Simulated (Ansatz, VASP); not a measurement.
**Ga: VASP beside Ansatz**

```xyz
8
Lattice="5.2827 0.0000 0.0000 0.0000 5.2827 0.0000 0.0000 0.0000 5.2827" Properties=species:S:1:pos:R:3 pbc="T T T"
Ga    5.2827    0.0000    0.0000
Ga    2.6413    2.6413    2.6413
Ga    1.3207    5.2827    2.6413
Ga    3.9620    5.2827    2.6413
Ga    2.6413    1.3207    0.0000
Ga    2.6413    3.9620    5.2827
Ga    0.0000    2.6413    1.3207
Ga    5.2827    2.6413    3.9620
```

Alike in both runs: functional r2SCAN; k mesh 5 × 5 × 5; occupations fermi-dirac, width 0.1 eV; no spin polarisation.

Ansatz relaxed the structure, and its values are those at the end. VASP's run is a single point on that final structure, the one shown.

|  | VASP | Ansatz |
| --- | --- | --- |
| version | VASP 6.6.1 | Ansatz 0.2.0 |
| potentials or method | VASP PAW PBE potentials, release 64 (Ga_d), cutoff 520 eV | plane waves (500 eV) with PAW, scalar-relativistic |
| valence electrons in the cell | 104 | 104 |

|  | VASP | Ansatz | Ansatz less VASP |
| --- | --- | --- | --- |
| pressure (GPa) | 0.0 | 0.0 | +0.02 |

VASP's potentials were made for PBE, not for r2SCAN. With one functional, cell and mesh, what is left measures potentials, basis and numerics.
